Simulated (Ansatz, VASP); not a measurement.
One calculation of Mg3Te, two programs

```xyz
4
Lattice="-2.1535 2.1535 5.3175 2.1535 -2.1535 5.3175 2.1535 2.1535 -5.3175" Properties=species:S:1:pos:R:3 pbc="T T T"
Te    0.0000    0.0000    0.0000
Mg    2.1535    0.0000    2.6587
Mg    0.0000    2.1535    2.6587
Mg    0.0000    0.0000    5.3175
```

Alike in both runs: task single point; functional LDA; k mesh 9 × 9 × 9; occupations fermi-dirac, width 0.05 eV; no spin polarisation.

```csv
,VASP,Ansatz
version,VASP 6.6.1,Ansatz 0.2.0
potentials or method,"VASP PAW LDA potentials, release 64 (Te, Mg)",Ansatz PAW
plane-wave cutoff (eV),520,420
valence electrons in the cell,12,46
```

|  | VASP | Ansatz | Ansatz less VASP |
| --- | --- | --- | --- |
| gap on the k mesh at the Fermi level (eV) | none | none | - |
| pressure (GPa) | -3.2 | -2.9 | +0.28 |
| traceless stress, the component that is largest in VASP (GPa) | 0.29 | 0.34 | +0.045 |

LDA's correlation is that of Perdew and Zunger in VASP and of Perdew and Wang (1992) in Ansatz. A gap of «none» marks a metal or a gap that the smearing closes. VASP's potentials hold 12 valence electrons a cell and Ansatz's 46, so a difference there can come from the potentials and not from the codes.

Spin-orbit coupling is off throughout.
